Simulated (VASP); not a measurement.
# SnO2 (C222_1) in VASP: a series of runs, part 2 of 2

VASP 6.6.1.

### Step 4. Single point, PBE+D3(BJ)

This run uses another cell than the first one, of 16.56 Å³/atom, 1.104 times its volume.

INCAR

```
PREC = Accurate
ENCUT = 520
EDIFF = 1E-6
ISMEAR = 0
SIGMA = 0.05
LREAL = False
LASPH = True
NELM = 100
ALGO = Normal
ISIF = 2
LWAVE = False
LCHARG = False
GGA = PE
IVDW = 12
NBANDS = 35
```

KPOINTS

```
Automatic mesh
0
Gamma
  12 12 4
```

POSCAR

```
SnO2
1.0
    3.2914593056      0.0000000000      0.0000000000
   -1.6457296528      2.8504873742      0.0000000000
    0.0000000000      0.0000000000     10.5913895093
Sn O
2 4
Direct
   -0.0779839477      0.0000000000      0.5000000000
    0.0779839477      0.0000000000      0.0000000000
    0.5876925777      0.3333333333      0.4017901351
    0.7456407556      0.3333333333      0.0982098649
    0.2543592444      0.6666666667      0.5982098649
    0.4123074223      0.6666666667      0.9017901351
```

Potentials or basis: VASP PAW PBE potentials, release 64 (Sn_d, O).

Started as:

```bash
$ cat potpaw_PBE.64/Sn_d/POTCAR potpaw_PBE.64/O/POTCAR > POTCAR
$ mpirun -np 1 vasp_std > vasp.out
```

OUTCAR:

```text
PREC = Accurate
   ENCUT = 520
   EDIFF = 1E-6
   ISMEAR = 0
   LREAL = False
   LASPH = True
   NELM = 100
   ISIF = 2
   GGA = PE
   IVDW = 12
 IVDW          = 12

 ion  position               nearest neighbor table
   1  0.922  0.000  0.500-   3 2.16   5 2.16   5 2.17   3 2.17   3 2.17   5 2.17
   2  0.078  0.000  0.000-   6 2.16   4 2.16   4 2.17   6 2.17   4 2.17   6 2.17
   3  0.588  0.333  0.402-   1 2.16   1 2.17   1 2.17
   4  0.746  0.333  0.098-   2 2.16   2 2.17   2 2.17
   5  0.254  0.667  0.598-   1 2.16   1 2.17   1 2.17
[... 1126 lines left out ...]
  -------------------------------------------------------------------------------------
  Total      -5.88534    -5.92772    -3.18154     0.00000     0.00000     0.00000
  in kB     -94.89027   -95.57349   -51.29649     0.00000     0.00000     0.00000
  external pressure =      -80.59 kB  Pullay stress =        0.00 kB

 VOLUME and BASIS-vectors are now :
 -----------------------------------------------------------------------------
  energy-cutoff  :      520.00
  volume of cell :       99.37
      direct lattice vectors                 reciprocal lattice vectors
     3.291459306  0.000000000  0.000000000     0.303816608  0.175408600  0.000000000
    -1.645729653  2.850487374  0.000000000     0.000000000  0.350817200  0.000000000
     0.000000000  0.000000000 10.591389509     0.000000000  0.000000000  0.094416318

 POSITION                                       TOTAL-FORCE (eV/Angst)
 -----------------------------------------------------------------------------------
      3.03478      0.00000      5.29569        -0.035826      0.000000      0.000000
      0.25668      0.00000      0.00000         0.035826      0.000000      0.000000
      1.38579      0.95016      4.25552        -0.003927     -0.001756      0.658798
      1.90567      0.95016      1.04018         0.003927     -0.001756     -0.658798
     -0.25994      1.90032      6.33587        -0.003927      0.001756     -0.658798
      0.25994      1.90032      9.55121         0.003927      0.001756      0.658798
 -----------------------------------------------------------------------------------
    total drift:                                0.000000     -0.000000     -0.000000

  FREE ENERGIE OF THE ION-ELECTRON SYSTEM (eV)
  ---------------------------------------------------
  free  energy   TOTEN  =       -37.1327345675 eV

  energy  without entropy=      -37.1327345675  energy(sigma->0) =      -37.13273457
```

OSZICAR:

```text
N       E                     dE             d eps       ncg     rms          rms(c)
DAV:   1     0.642171686183E+03    0.64217E+03   -0.25007E+04  9675   0.212E+03
DAV:   2     0.651926316083E+02   -0.57698E+03   -0.54449E+03  9956   0.577E+02
DAV:   3    -0.364283153610E+02   -0.10162E+03   -0.99617E+02 10221   0.207E+02
DAV:   4    -0.418915270011E+02   -0.54632E+01   -0.54237E+01 11071   0.536E+01
DAV:   5    -0.420374203620E+02   -0.14589E+00   -0.14566E+00 11067   0.915E+00    0.146E+01
DAV:   6    -0.361970887107E+02    0.58403E+01   -0.17818E+01 14206   0.658E+01    0.606E+00
DAV:   7    -0.362587244181E+02   -0.61636E-01   -0.21955E+00  9707   0.873E+00    0.312E+00
DAV:   8    -0.362241567044E+02    0.34568E-01   -0.21429E-01 13154   0.356E+00    0.956E-01
DAV:   9    -0.362173738526E+02    0.67829E-02   -0.31415E-02 13468   0.236E+00    0.146E-01
DAV:  10    -0.362190101445E+02   -0.16363E-02   -0.64793E-03 11407   0.813E-01    0.824E-02
DAV:  11    -0.362190920301E+02   -0.81886E-04   -0.83870E-04 14523   0.312E-01    0.354E-02
DAV:  12    -0.362190970494E+02   -0.50193E-05   -0.71729E-05 12633   0.755E-02    0.160E-02
DAV:  13    -0.362190960297E+02    0.10197E-05   -0.10962E-05 11421   0.216E-02    0.258E-03
DAV:  14    -0.362190960362E+02   -0.65047E-08   -0.57576E-07  6856   0.947E-03
   1 F= -.37132735E+02 E0= -.37132735E+02  d E =-.565722E-12
```

It took 6.3 min on 1 thread of Oxide Virtual Turin-like, shared host; peak memory 0.42 GiB.

What came out:

```
Free energy                : -37.1327 eV
Pressure                   : -8.1 GPa
Largest force              : 0.659 eV/Å
Band gap on the k mesh     : 1.67 eV, indirect (least direct gap 1.94 eV)
Dispersion energy per atom : -0.152 eV
```

Forces on the atoms (eV/Å):
```
Sn  -0.036  0.000  0.000
Sn   0.036  0.000  0.000
O   -0.004 -0.002  0.659
O    0.004 -0.002 -0.659
O   -0.004  0.002 -0.659
O    0.004  0.002  0.659
```

Stress tensor (GPa, compression positive):
```
-9.49  0.00  0.00
 0.00 -9.56  0.00
 0.00  0.00 -5.13
```

Caveat: spin-orbit coupling is left out, which moves the levels of the heavy elements. As with any semilocal functional, this PBE gap is likely too small.

### Step 5. Single point, PBE+D3(BJ)

This run uses another cell than the first one, of 15.77 Å³/atom, 1.051 times its volume.

INCAR

```
SYSTEM = SnO2
ALGO     = Normal         ! electronic algorithm
EDIFF    = 1E-6           ! SCF threshold, eV
ENCUT    = 520            ! plane-wave cutoff, eV
GGA      = PE             ! functional
ISIF     = 2              ! what is computed and relaxed
ISMEAR   = 0              ! smearing method
IVDW     = 12             ! dispersion correction
LASPH    = .TRUE.         ! aspherical terms in the spheres
LCHARG   = .FALSE.        ! write CHGCAR
LREAL    = .FALSE.        ! projectors in reciprocal space
LWAVE    = .FALSE.        ! write WAVECAR
NBANDS   = 35             ! bands
NELM     = 100            ! most SCF steps
PREC     = Accurate       ! precision mode
SIGMA    = 0.05           ! smearing width, eV
```

KPOINTS

```
k-points
0
G
  12 12 4
  0 0 0
```

POSCAR

```
SnO2
1.0
    3.2378326028      0.0000000000      0.0000000000
   -1.6189163014      2.8040452872      0.0000000000
    0.0000000000      0.0000000000     10.4188273583
Sn O
2 4
Direct
   -0.1169759215      0.0000000000      0.5000000000
    0.1169759215      0.0000000000      0.0000000000
    0.5482055332      0.3333333333      0.4017901351
    0.7851278001      0.3333333333      0.0982098649
    0.2148721999      0.6666666667      0.5982098649
    0.4517944668      0.6666666667      0.9017901351
```

Potentials or basis: VASP PAW PBE potentials, release 64 (Sn_d, O).

Started as:

```bash
$ cat potpaw_PBE.64/Sn_d/POTCAR potpaw_PBE.64/O/POTCAR > POTCAR
$ mpirun -np 1 vasp_std > vasp.out
```

OUTCAR:

```text
SYSTEM = SnO2
   EDIFF = 1E-6
   ENCUT = 520
   GGA = PE
   ISIF = 2
   ISMEAR = 0
   IVDW = 12
   LASPH = .TRUE.
   LREAL = .FALSE.
   NELM = 100
   PREC = Accurate
 IVDW          = 12

 ion  position               nearest neighbor table
   1  0.883  0.000  0.500-   3 2.13   5 2.13   5 2.13   3 2.13   3 2.13   5 2.13
   2  0.117  0.000  0.000-   4 2.13   6 2.13   4 2.13   6 2.13   4 2.13   6 2.13
   3  0.548  0.333  0.402-   1 2.13   1 2.13   1 2.13
   4  0.785  0.333  0.098-   2 2.13   2 2.13   2 2.13
   5  0.215  0.667  0.598-   1 2.13   1 2.13   1 2.13
   6  0.452  0.667  0.902-   2 2.13   2 2.13   2 2.13

  LATTYP: Found a hexagonal cell.
 ALAT       =     3.2378326028
 C/A-ratio  =     3.2178400296

  Lattice vectors:

 A1 = (   3.2378326028,   0.0000000000,   0.0000000000)
 A2 = (  -1.6189163014,   2.8040452872,   0.0000000000)
 A3 = (   0.0000000000,   0.0000000000,  10.4188273583)

Analysis of symmetry for initial positions (statically):
=====================================================================
 Subroutine PRICEL returns:
 Original cell was already a primitive cell.

 Routine SETGRP: Setting up the symmetry group for a
 hexagonal supercell.

 Subroutine GETGRP returns: Found  4 space group operations
 (whereof  2 operations were pure point group operations)
 out of a pool of 24 trial point group operations.

The static configuration has the point symmetry C_2 .
 The point group associated with its full space group is D_2 .

Analysis of symmetry for dynamics (positions and initial velocities):
=====================================================================
 Subroutine PRICEL returns:
 Original cell was already a primitive cell.

 Routine SETGRP: Setting up the symmetry group for a
 hexagonal supercell.

[... 131 lines left out ...]
   IMIX   =      4    mixing-type and parameters
     AMIX     =   0.40;   BMIX     =  1.00
     AMIX_MAG =   1.60;   BMIX_MAG =  1.00
  volume/ion in A,a.u.               =      15.77       106.39
  Fermi-wavevector in a.u.,A,eV,Ry     =   1.341086  2.534284 24.470225  1.798511
  Thomas-Fermi vector in A             =   2.469347
   LORBIT       =      0    0 simple, 1 ext, 2 COOP (PROOUT), +10 PAW based schemes
   GGA     = PE    functional components
   LHFCALC =     F    Hartree Fock is set to
   AEXX    =    0.0000 exact exchange contribution
   IVDW    =    12    specifies the selected vdW correction
   LEPSILON=     F    determine dielectric tensor
   LRPA    =     F    only Hartree local field effects (RPA)
 non-spin polarized calculation
 Gauss-broadening in eV      SIGMA  =   0.05
  energy-cutoff  :      520.00
  volume of cell :       94.59
 maximum number of plane-waves:      2586
   NGX = 13   NGY = 13   NGZ = 39

 number of electron      51.9999991 magnetization

 Free energy of the ion-electron system (eV)
  ---------------------------------------------------
  ext. energy  EPLUGINS =         0.00000000
  ---------------------------------------------------
  free energy    TOTEN  =       -36.34373198 eV

  energy without entropy =      -36.34373198  energy(sigma->0) =      -36.34373198

 E-fermi :   2.6917     XC(G=0):  -9.4200

 val. band max:        2.4355394318   @ k =  -0.1667   0.4167   0.0000
 cond. band min:       4.4018671433   @ k =   0.0000   0.0000   0.0000
 fundamental gap:      1.9663277115
 Fermi energy:         2.6916936514

 k-point     1 :       0.0000    0.0000    0.0000
  band No.  band energies     occupation
      1     -17.6135      2.00000
      2     -17.6129      2.00000
      3     -17.4162      2.00000
      4     -17.4161      2.00000
      5     -17.4160      2.00000
      6     -17.4160      2.00000
[... 901 lines left out ...]
     34      14.1426      0.00000
     35      14.1840      0.00000

 [... further k-points ...]

------------------------ aborting loop because EDIFF is reached ----------------------------------------

 Edisp (eV)   -0.96229

 E8    (eV) :    -0.3766

  FORCE on cell =-STRESS in cart. coord.  units (eV):
  Direction    XX          YY          ZZ          XY          YZ          ZX
  --------------------------------------------------------------------------------------
  -------------------------------------------------------------------------------------
  Total      -1.73662    -1.83183    -1.34219     0.00000     0.00000     0.00000
  in kB     -29.41419   -31.02689   -22.73347     0.00000     0.00000     0.00000
  external pressure =      -27.72 kB  Pullay stress =        0.00 kB

 VOLUME and BASIS-vectors are now :
 -----------------------------------------------------------------------------
  energy-cutoff  :      520.00
  volume of cell :       94.59
      direct lattice vectors                 reciprocal lattice vectors
     3.237832603  0.000000000  0.000000000     0.308848579  0.178313811  0.000000000
    -1.618916301  2.804045287  0.000000000     0.000000000  0.356627621  0.000000000
     0.000000000  0.000000000 10.418827358     0.000000000  0.000000000  0.095980091

 POSITION                                       TOTAL-FORCE (eV/Angst)
 -----------------------------------------------------------------------------------
      2.85908      0.00000      5.20941        -0.065744      0.000000      0.000000
      0.37875      0.00000      0.00000         0.065744      0.000000      0.000000
      1.23536      0.93468      4.18618         0.003385     -0.003710      0.188331
      2.00247      0.93468      1.02323        -0.003385     -0.003710     -0.188331
     -0.38356      1.86936      6.23265         0.003385      0.003710     -0.188331
      0.38356      1.86936      9.39560        -0.003385      0.003710      0.188331
 -----------------------------------------------------------------------------------
    total drift:                                0.000000      0.000000     -0.000000

  FREE ENERGIE OF THE ION-ELECTRON SYSTEM (eV)
  ---------------------------------------------------
  free  energy   TOTEN  =       -37.3060182362 eV

  energy  without entropy=      -37.3060182362  energy(sigma->0) =      -37.30601824
```

It took 9.6 min on 1 thread of Oxide Virtual Turin-like, shared host; peak memory 0.41 GiB.

Results:

| Quantity | Value |
| --- | --- |
| Free energy | -37.3060 eV |
| Pressure | -2.8 GPa |
| Largest force | 0.188 eV/Å |
| Band gap on the k mesh | 1.97 eV, indirect (least direct gap 2.28 eV) |
| Dispersion energy per atom | -0.160 eV |

Forces on the atoms (eV/Å):
```
Sn  -0.066  0.000  0.000
Sn   0.066  0.000  0.000
O    0.003 -0.004  0.188
O   -0.003 -0.004 -0.188
O    0.003  0.004 -0.188
O   -0.003  0.004  0.188
```

Levels at points of the mesh, in eV from the valence-band top:
| k point | band 22 | band 23 | band 24 | band 25 | band 26 | band 27 | band 28 | band 29 | band 30 | band 31 |
| --- | --- | --- | --- | --- | --- | --- | --- | --- | --- | --- |
| (0.00, 0.00, 0.00) | -0.90 | -0.89 | -0.89 | -0.88 | -0.31 | 1.97 | 2.82 | 5.37 | 5.71 | 10.49 |
| (0.50, 0.00, 0.00) | -1.18 | -0.58 | -0.54 | -0.47 | -0.10 | 5.00 | 5.11 | 6.90 | 7.40 | 9.92 |
| (0.00, 0.50, 0.00) | -1.15 | -0.56 | -0.55 | -0.52 | -0.06 | 4.99 | 5.13 | 6.85 | 7.51 | 9.83 |
| (0.00, 0.00, 0.50) | -0.89 | -0.89 | -0.89 | -0.72 | -0.72 | 2.41 | 2.41 | 5.55 | 5.55 | 10.64 |
| (0.50, 0.00, 0.50) | -1.33 | -0.56 | -0.56 | -0.27 | -0.27 | 5.06 | 5.06 | 7.14 | 7.14 | 10.12 |
| (0.00, 0.50, 0.50) | -1.34 | -0.56 | -0.56 | -0.26 | -0.26 | 5.06 | 5.06 | 7.16 | 7.16 | 10.02 |

Caveat: spin-orbit coupling is left out, which moves the levels of the heavy elements.

### Step 6. Single point, PBE+D3(BJ)

This run uses another cell than the first one, of 15.77 Å³/atom, 1.051 times its volume.

INCAR

```
  ALGO = Normal
  EDIFF = 1E-7
  ENCUT = 520
  GGA = PE
  ISIF = 2
  ISMEAR = 0
  IVDW = 12
  LASPH = T
  LCHARG = F
  LREAL = F
  LWAVE = F
  NBANDS = 35
  NELM = 60
  PREC = Accurate
  SIGMA = 0.05
```

KPOINTS

```
k-points
0
Gamma
  12 12 4
```

POSCAR

```
SnO2
1.0
    3.2378326028      0.0000000000      0.0000000000
   -1.6189163014      2.8040452872      0.0000000000
    0.0000000000      0.0000000000     10.4188273583
Sn O
2 4
Direct
   -0.1949598692      0.0000000000      0.5000000000
    0.1949598692      0.0000000000      0.0000000000
    0.4692314443      0.3333333333      0.4017901351
    0.8641018891      0.3333333333      0.0982098649
    0.1358981109      0.6666666667      0.5982098649
    0.5307685557      0.6666666667      0.9017901351
```

Potentials or basis: VASP PAW PBE potentials, release 64 (Sn_d, O).

Started as:

```bash
$ cat potpaw_PBE.64/Sn_d/POTCAR potpaw_PBE.64/O/POTCAR > POTCAR
$ mpirun -np 1 vasp_std > vasp.out
```

Wall time 10 min (1 thread of Oxide Virtual Turin-like, shared host); peak memory 0.42 GiB.

Results (log left out):

```
Free energy                : -37.3317 eV
Pressure                   : -2.9 GPa
Largest force              : 0.174 eV/Å
Band gap on the k mesh     : 2.02 eV, indirect (least direct gap 2.31 eV)
Dispersion energy per atom : -0.160 eV
```

Forces in eV/Å, atoms in the order of the input:
```
Sn  -0.106  0.000  0.000
Sn   0.106  0.000  0.000
O    0.035 -0.007  0.170
O   -0.035 -0.007 -0.170
O    0.035  0.007 -0.170
O   -0.035  0.007  0.170
```

Stress tensor (GPa, compression positive):
```
-2.75  0.00  0.00
 0.00 -3.07  0.00
 0.00  0.00 -2.80
```

Levels at points of the mesh, in eV from the valence-band top:
| k point | band 22 | band 23 | band 24 | band 25 | band 26 | band 27 | band 28 | band 29 | band 30 | band 31 |
| --- | --- | --- | --- | --- | --- | --- | --- | --- | --- | --- |
| (0.00, 0.00, 0.00) | -0.85 | -0.85 | -0.83 | -0.82 | -0.29 | 2.02 | 2.87 | 5.47 | 5.73 | 10.56 |
| (0.50, 0.00, 0.00) | -1.22 | -0.52 | -0.50 | -0.32 | -0.16 | 5.08 | 5.13 | 7.08 | 7.30 | 10.13 |
| (0.00, 0.50, 0.00) | -1.13 | -0.53 | -0.48 | -0.45 | -0.04 | 5.06 | 5.17 | 6.93 | 7.56 | 9.90 |
| (0.00, 0.00, 0.50) | -0.84 | -0.83 | -0.83 | -0.67 | -0.67 | 2.47 | 2.47 | 5.62 | 5.62 | 10.68 |
| (0.50, 0.00, 0.50) | -1.27 | -0.51 | -0.51 | -0.25 | -0.25 | 5.11 | 5.11 | 7.18 | 7.18 | 10.28 |
| (0.00, 0.50, 0.50) | -1.29 | -0.51 | -0.51 | -0.23 | -0.23 | 5.12 | 5.12 | 7.23 | 7.23 | 10.07 |

Caveat: spin-orbit coupling is left out, which moves the levels of the heavy elements. A k mesh can miss the band edges.

### Step 7. Summary

| cell | gap on the mesh (eV) | pressure (GPa) | largest force (eV/Å) |
| --- | --- | --- | --- |
| a = 3.185, b = 3.185, c = 10.247 Å, angles 90.0, 90.0, 120.0°, 6 atoms | 2.28 | 4.1 | 0.37 |
| a = 3.291, b = 3.291, c = 10.591 Å, angles 90.0, 90.0, 120.0°, 6 atoms | 1.67 | -8.1 | 0.66 |
| a = 3.238, b = 3.238, c = 10.419 Å, angles 90.0, 90.0, 120.0°, 6 atoms | 2.02 | -2.9 | 0.17 |

Some of these runs hold the atoms at other places in the same cell, which the table doesn't show; runs alike in all that it shows share one row.

Alike in all rows: task single point; level PBE+D3(BJ); potentials or basis VASP PAW PBE potentials, release 64 (Sn_d, O); no spin polarisation; k mesh 12 × 12 × 4; cutoff (eV) 520; smearing gaussian 0.05 eV.

Caveats: spin-orbit coupling is left out, which moves the levels of the heavy elements.

Total energies depend on the potentials used, so only differences within one code and one set of settings carry meaning.
